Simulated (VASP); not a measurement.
# SiO (I-4m2) in VASP: single point with PBE

Aim: the single point of SiO with PBE.

Everything below comes from runs of VASP 6.6.1. Logs are shortened: lines on timing, memory, paths and dates and some standing lists are left out, and cuts for length are marked.

### 1 The cell of the first run

It takes space group I-4m2 (No. 119, tetragonal). Conventional cell: a = 3.579 Å, b = 3.579 Å, c = 4.867 Å, α = 90.00°, β = 90.00°, γ = 90.00°. Within 2.9 Å of Si (site symmetry -4m2) lie 4 O at 2.16 Å. Within 2.9 Å of O (site symmetry -4m2) lie 4 Si at 2.16 Å.

### 2 Single point, PBE

Contents of INCAR:

```
SYSTEM = SiO
PREC     = Accurate       ! precision mode
ENCUT    = 520            ! plane-wave cutoff, eV
EDIFF    = 1E-6           ! SCF threshold, eV
ISMEAR   = -1             ! smearing method
SIGMA    = 0.05           ! smearing width, eV
LREAL    = .FALSE.        ! projectors in reciprocal space
LASPH    = .TRUE.         ! aspherical terms in the spheres
NELM     = 60             ! most SCF steps
ALGO     = Normal         ! electronic algorithm
ISIF     = 2              ! what is computed and relaxed
LWAVE    = .FALSE.        ! write WAVECAR
LCHARG   = .FALSE.        ! write CHGCAR
GGA      = PE             ! functional
NBANDS   = 12             ! bands
```

Contents of KPOINTS:

```
regular mesh
0
G
  8 8 8
  0 0 0
```

Contents of POSCAR:

```
SiO
1.0
    0.0000000000      2.5309856000      2.4336400000
    2.5309856000      0.0000000000      2.4336400000
    2.5309856000      2.5309856000      0.0000000000
Si O
1 1
Direct
    0.7500000000      0.7500000000      0.7500000000
    0.0000000000      0.0000000000      0.0000000000
```

Potentials or basis: VASP PAW PBE potentials, release 64 (Si, O).

The run is started by

```sh
cat potpaw_PBE.64/Si/POTCAR potpaw_PBE.64/O/POTCAR > POTCAR
mpirun -np 1 vasp_std > vasp.out
```

OUTCAR:

```text
SYSTEM = SiO
   PREC = Accurate
   ENCUT = 520
   EDIFF = 1E-6
   ISMEAR = -1
   LREAL = .FALSE.
   LASPH = .TRUE.
   NELM = 60
   ISIF = 2
   GGA = PE

 ion  position               nearest neighbor table
   1  0.750  0.750  0.750-   2 2.16   2 2.16   2 2.16   2 2.16
   2  0.000  0.000  0.000-   1 2.16   1 2.16   1 2.16   1 2.16

  LATTYP: Found a body centered tetragonal cell.
 ALAT       =     3.5793541617
 C/A-ratio  =     1.3598207331

  Lattice vectors:

 A1 = (   0.0000000000,  -2.5309856000,  -2.4336400000)
 A2 = (   0.0000000000,   2.5309856000,  -2.4336400000)
 A3 = (   2.5309856000,   0.0000000000,   2.4336400000)

Analysis of symmetry for initial positions (statically):
=====================================================================
 Subroutine PRICEL returns:
 Original cell was already a primitive cell.

 Routine SETGRP: Setting up the symmetry group for a
 body centered tetragonal supercell.

 Subroutine GETGRP returns: Found  8 space group operations
 (whereof  8 operations were pure point group operations)
 out of a pool of 16 trial point group operations.

The static configuration has the point symmetry D_2d.

Analysis of symmetry for dynamics (positions and initial velocities):
=====================================================================
 Subroutine PRICEL returns:
 Original cell was already a primitive cell.

 Routine SETGRP: Setting up the symmetry group for a
 body centered tetragonal supercell.

 Subroutine GETGRP returns: Found  8 space group operations
 (whereof  8 operations were pure point group operations)
 out of a pool of 16 trial point group operations.

The dynamic configuration has the point symmetry D_2d.

 Subroutine INISYM returns: Found  8 space group operations
 (whereof  8 operations are pure point group operations),
 and found     1 'primitive' translations

----------------------------------------------------------------------------------------

                                     Primitive cell

  volume of cell :      31.1793

  direct lattice vectors                    reciprocal lattice vectors
     0.000000000  2.530985600  2.433640000    -0.197551499  0.197551499  0.205453559
     2.530985600  0.000000000  2.433640000     0.197551499 -0.197551499  0.205453559
     2.530985600  2.530985600  0.000000000     0.197551499  0.197551499 -0.205453559

  length of vectors
     3.511195203  3.511195203  3.579354162     0.346791515  0.346791515  0.346791515

  position of ions in fractional coordinates (direct lattice)
     0.750000000  0.750000000  0.750000000
     0.000000000  0.000000000  0.000000000

  ion indices of the primitive-cell ions
   primitive index   ion index
                 1           1
                 2           2

----------------------------------------------------------------------------------------

 KPOINTS: regular mesh

Automatic generation of k-mesh.
 Grid dimensions read from file:
 generate k-points for:    8    8    8

 Generating k-lattice:

  Cartesian coordinates                     Fractional coordinates (reciprocal lattice)
    -0.024693937  0.024693937  0.025681695     0.125000000  0.000000000  0.000000000
     0.024693937 -0.024693937  0.025681695     0.000000000  0.125000000  0.000000000
     0.024693937  0.024693937 -0.025681695    -0.000000000 -0.000000000  0.125000000

  Length of vectors
     0.043348939  0.043348939  0.043348939

  Shift w.r.t. Gamma in fractional coordinates (k-lattice)
     0.000000000  0.000000000  0.000000000

 Subroutine IBZKPT returns following result:
 ===========================================

 Found     59 irreducible k-points:

 Following reciprocal coordinates:
            Coordinates               Weight
  0.000000  0.000000  0.000000      1.000000
  0.125000  0.000000  0.000000      8.000000
  0.250000  0.000000  0.000000      8.000000
  0.375000  0.000000  0.000000      8.000000
  0.500000  0.000000  0.000000      4.000000
  0.125000  0.125000  0.000000      2.000000
[... 16 lines left out ...]
  0.250000  0.000000  0.125000     16.000000
  0.375000  0.000000  0.125000     16.000000
 [... further k-points ...]
   k-points           NKPTS =     59   k-points in BZ     NKDIM =     59   number of bands    NBANDS=     12
   number of dos      NEDOS =    301   number of ions     NIONS =      2
   total plane-waves  NPLWV =  21952
   dimension x,y,z NGX =    28 NGY =   28 NGZ =   28
   dimension x,y,z NGXF=    56 NGYF=   56 NGZF=   56
   ions per type =               1   1
   NGX,Y,Z   is equivalent  to a cutoff of  13.26, 13.26, 13.00 a.u.
   NGXF,Y,Z  is equivalent  to a cutoff of  26.51, 26.51, 26.01 a.u.
 SYSTEM =  SiO
   PREC   = accura    normal or accurate (medium, high low for compatibility)
   ISTART =      0    job   : 0-new  1-cont  2-samecut
   ICHARG =      2    charge: 1-file 2-atom 10-const
   ISPIN  =      1    spin polarized calculation?
   LNONCOLLINEAR =      F non collinear calculations
   LSORBIT =      F    spin-orbit coupling
   LASPH  =      T    aspherical Exc in radial PAW
   ENCUT  =  520.0 eV  38.22 Ry    6.18 a.u.   6.53  6.53  6.66*2*pi/ulx,y,z
   NELM   =     60;   NELMIN=  2; NELMDL= -5     # of ELM steps
   EDIFF  = 0.1E-05   stopping-criterion for ELM
   LREAL  =      F    real-space projection
   EDIFFG = 0.1E-04   stopping-criterion for IOM
   NSW    =      0    number of steps for IOM
   IBRION =     -1    ionic relax: 0-MD 1-quasi-New 2-CG
   NFREE  =      0    steps in history (QN), initial steepest desc. (CG)
   ISIF   =      2    stress and relaxation
   ISYM   =      2    0-nonsym 1-usesym 2-fastsym
   POTIM  = 0.5000    time-step for ionic-motion
   TEBEG  =    0.0;   TEEND  =   0.0 temperature during run
   PSTRESS=    0.0 pullay stress
   NELECT =      10.0000    total number of electrons
   NUPDOWN=      -1.0000    fix difference up-down
   EMIN   =  10.00;   EMAX   =-10.00  energy-range for DOS
   EFERMI =   0.00;   METHOD = LEGACY
   ISMEAR =    -1;   SIGMA  =   0.05  broadening in eV -4-tet -1-fermi 0-gaus
   EFERMI_NEDOS =   21; number of points for ismear=-14 and -15
   IALGO  =     38    algorithm
   IMIX   =      4    mixing-type and parameters
     AMIX     =   0.40;   BMIX     =  1.00
     AMIX_MAG =   1.60;   BMIX_MAG =  1.00
  volume/ion in A,a.u.               =      15.59       105.20
  Fermi-wavevector in a.u.,A,eV,Ry     =   1.120606  2.117638 17.085622  1.255758
  Thomas-Fermi vector in A             =   2.257254
   LORBIT       =      0    0 simple, 1 ext, 2 COOP (PROOUT), +10 PAW based schemes
   GGA     = PE    functional components
   LHFCALC =     F    Hartree Fock is set to
   AEXX    =    0.0000 exact exchange contribution
   IVDW    =     0    specifies the selected vdW correction
   LEPSILON=     F    determine dielectric tensor
   LRPA    =     F    only Hartree local field effects (RPA)
 non-spin polarized calculation
  energy-cutoff  :      520.00
  volume of cell :       31.18
 maximum number of plane-waves:       859
 NGX is ok and might be reduce to    28
   NGX = 13   NGY = 13   NGZ = 13

 number of electron      10.0000000 magnetization

 Free energy of the ion-electron system (eV)
  ---------------------------------------------------
  ext. energy  EPLUGINS =         0.00000000
  ---------------------------------------------------
  free energy    TOTEN  =       -10.98464419 eV

  energy without entropy =      -10.97847887  energy(sigma->0) =      -10.98156153

 E-fermi :   5.2345     XC(G=0):  -9.5674

 val. band max:        5.2103992972   @ k =   0.3750   0.3750   0.0000
 cond. band min:       5.4027465839   @ k =  -0.1250   0.5000   0.3750
 fundamental gap:      0.1923472867
 Fermi energy:         5.2345233356

 k-point     1 :       0.0000    0.0000    0.0000
  band No.  band energies     occupation
      1     -14.7535      2.00000
      2      -0.7165      2.00000
      3       0.5743      2.00000
      4       0.5743      2.00000
      5       0.7100      2.00000
      6       8.8209      0.00000
      7       8.9180      0.00000
      8       8.9180      0.00000
      9      15.1698      0.00000
     10      16.3573      0.00000
     11      17.1494      0.00000
     12      17.1516      0.00000

 k-point     2 :       0.1250    0.0000    0.0000
  band No.  band energies     occupation
      1     -14.6793      2.00000
      2      -1.5276      2.00000
      3       0.5021      2.00000
      4       0.6060      2.00000
      5       1.4050      2.00000
      6       8.3487      0.00000
      7       8.9950      0.00000
      8       9.0002      0.00000
      9      15.5025      0.00000
     10      15.7227      0.00000
     11      16.0719      0.00000
     12      17.1300      0.00000

 k-point     3 :       0.2500    0.0000    0.0000
  band No.  band energies     occupation
      1     -14.4918      2.00000
      2      -2.6133      2.00000
      3       0.3382      2.00000
      4       0.4808      2.00000
      5       2.3317      2.00000
      6       7.6074      0.00000
      7       9.0908      0.00000
      8       9.2074      0.00000
      9      15.1507      0.00000
     10      15.1844      0.00000
     11      15.6969      0.00000
     12      18.2913      0.00000
[... 286 lines left out ...]
 k-point    23 :       0.2500    0.0000    0.1250
  band No.  band energies     occupation
      1     -14.5089      2.00000
      2      -2.4419      2.00000
      3       0.1922      2.00000
      4       0.3153      2.00000
      5       2.6013      2.00000
      6       7.4039      0.00000
      7       9.0700      0.00000
      8       9.4367      0.00000
      9      13.2908      0.00000
     10      16.4266      0.00000
     11      16.9736      0.00000
     12      18.3822      0.00000

 k-point    24 :       0.3750    0.0000    0.1250
  band No.  band energies     occupation
      1     -14.3116      2.00000
      2      -3.1849      2.00000
      3      -0.1013      2.00000
      4       0.1669      2.00000
      5       3.2979      2.00000
      6       7.0920      0.00000
      7       8.8615      0.00000
      8       9.4982      0.00000
      9      13.6611      0.00000
     10      16.0518      0.00000
     11      16.7711      0.00000
     12      18.8361      0.00000

 [... further k-points ...]

------------------------ aborting loop because EDIFF is reached ----------------------------------------

  FORCE on cell =-STRESS in cart. coord.  units (eV):
  Direction    XX          YY          ZZ          XY          YZ          ZX
  --------------------------------------------------------------------------------------
  -------------------------------------------------------------------------------------
  Total       -0.8390575     -0.8390575     -1.0102930      0.0000000     -0.0000000      0.0000000
  in kB      -43.1158182    -43.1158182    -51.9149294      0.0000000     -0.0000000      0.0000000
  external PRESSURE =     -46.0488553 kB  Pullay stress =       0.0000000 kB

 VOLUME and BASIS-vectors are now :
 -----------------------------------------------------------------------------
  energy-cutoff  :      520.00
  volume of cell :       31.18
      direct lattice vectors                 reciprocal lattice vectors
     0.000000000  2.530985600  2.433640000    -0.197551499  0.197551499  0.205453559
     2.530985600  0.000000000  2.433640000     0.197551499 -0.197551499  0.205453559
     2.530985600  2.530985600  0.000000000     0.197551499  0.197551499 -0.205453559

 POSITION                                       TOTAL-FORCE (eV/Angst)
 -----------------------------------------------------------------------------------
      3.79648      3.79648      3.65046        -0.000000     -0.000000     -0.000000
      0.00000      0.00000      0.00000         0.000000      0.000000      0.000000
 -----------------------------------------------------------------------------------
    total drift:                               -0.000000     -0.000000      0.000000

  FREE ENERGIE OF THE ION-ELECTRON SYSTEM (eV)
  ---------------------------------------------------
  free  energy   TOTEN  =       -10.9846441869 eV

  energy  without entropy=      -10.9784788729  energy(sigma->0) =      -10.98156153
```

Wall time 35 s (1 thread of Intel Xeon 8259CL, shared host); peak memory 0.16 GiB.

Results:

```yaml
Free_energy: -10.9846 eV
Pressure: -4.6 GPa
Band_gap_on_the_k_mesh: zero (bands 5 and 6 overlap by 0.71 eV)
```

Stress tensor (GPa, compression positive):
```
-4.31  0.00  0.00
 0.00 -4.31  0.00
 0.00  0.00 -5.19
```

Caveat: the cell stands under tension.
